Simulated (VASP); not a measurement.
Input of a VASP 6.6.1 run:

The input INCAR:

```
PREC = Accurate
ENCUT = 520
EDIFF = 1E-6
ISMEAR = 1
SIGMA = 0.1
LREAL = Auto
LASPH = True
NELM = 100
ALGO = Normal
ISIF = 2
LWAVE = False
LCHARG = False
GGA = PE
NBANDS = 109
```

Contents of KPOINTS:

```
Automatic mesh
0
Gamma
  2 2 2
```

POSCAR

```
Ti8Al24O
1.0
    7.6895028900      0.0000000000      0.0000000000
    0.0000000000      7.6895028900      0.0000000000
    0.0000000000      0.0000000000      8.6237151300
Ti Al O
8 24 1
Direct
    0.0051565102      0.0007545351     -0.0003481098
    0.2505405132      0.2508723942      0.4958401264
   -0.0164400745      0.5007547373     -0.0000019713
    0.2505479259      0.7506297979      0.4958256315
    0.4959225654      0.0007596070     -0.0003402246
    0.7505490384      0.2484990288      0.5016079421
    0.5174758443      0.5007608496      0.0000158864
    0.7505398051      0.7530082351      0.5015917078
    0.0007930292      0.0007450417      0.4983602699
    0.2505376521      0.2537164012     -0.0148941608
   -0.0043658219      0.2469786444      0.2534695276
    0.2505470155      0.0007393196      0.7422033200
    0.0002738799      0.2510297515      0.7485295957
    0.2505423338      0.0007521943      0.2471270175
   -0.0046805366      0.5007535669      0.4994705803
    0.2505453249      0.7477987956     -0.0149403126
   -0.0043616604      0.7545005292      0.2534355515
    0.2505511770      0.5007620200      0.7332398977
    0.0002468300      0.7504788128      0.7485123178
    0.2505696438      0.5007274274      0.2784899505
    0.5002976207      0.0007549253      0.4983643285
    0.7505374642      0.2436685475     -0.0008657522
    0.5054516600      0.2469731824      0.2534724266
    0.7505396750      0.0007612976      0.7485293638
    0.5008023347      0.2510327426      0.7485344660
    0.7505526797      0.0007402299      0.2524326195
    0.5057659846      0.5007442035      0.4994666376
    0.7505348632      0.7578521113     -0.0008807109
    0.5054472383      0.7545136640      0.2534353196
    0.7505392849      0.5007535669      0.7484782258
    0.5008317254      0.7504786828      0.7485197392
    0.7505395450      0.5007357504      0.2515861166
    0.2505242572      0.5007434232      0.0645219597
```

Potentials or basis: VASP PAW PBE potentials, release 64 (Ti_sv, Al, O).

The run is started by

```bash
$ cat potpaw_PBE.64/Ti_sv/POTCAR potpaw_PBE.64/Al/POTCAR potpaw_PBE.64/O/POTCAR > POTCAR
$ mpirun -np 1 vasp_std > vasp.out
```

Question: What does it give for the band gap on the k mesh?

Answer: Zero (band 87 reaches 8.79 eV, above the bottom of band 88 at 8.08 eV).

Question: What does it give for the pressure?

Answer: 1.7 GPa.

Question: What does it give for the largest force?

Answer: 0.013 eV/Å.

Forces on the atoms (eV/Å):
```
Ti  -0.006  0.003  0.001
Ti  -0.004 -0.013 -0.002
Ti  -0.002  0.000 -0.007
Ti  -0.003  0.000  0.001
Ti  -0.001 -0.002 -0.008
Ti   0.001 -0.005 -0.002
Ti   0.010  0.000 -0.008
Ti   0.000  0.004  0.002
Al   0.002  0.001  0.001
Al   0.001  0.002  0.001
Al   0.002  0.002  0.002
Al   0.000  0.000  0.003
Al   0.001  0.000 -0.001
Al   0.001  0.000  0.004
Al  -0.003  0.002  0.001
Al   0.001 -0.002 -0.001
Al   0.000 -0.001  0.002
Al   0.001  0.001  0.003
Al   0.001  0.000 -0.001
Al   0.000  0.001  0.010
Al  -0.003  0.001  0.001
Al   0.001 -0.001  0.000
Al  -0.001  0.002  0.000
Al   0.001  0.001  0.003
Al   0.001  0.001  0.001
Al   0.000  0.001 -0.002
Al   0.002  0.002  0.002
Al   0.000 -0.002  0.000
Al  -0.001  0.000  0.001
Al   0.000  0.001 -0.001
Al  -0.001  0.001 -0.001
Al   0.001  0.001 -0.003
O   -0.002  0.000 -0.002
```

Caveat: the k points lie up to 0.41 Å⁻¹ apart.
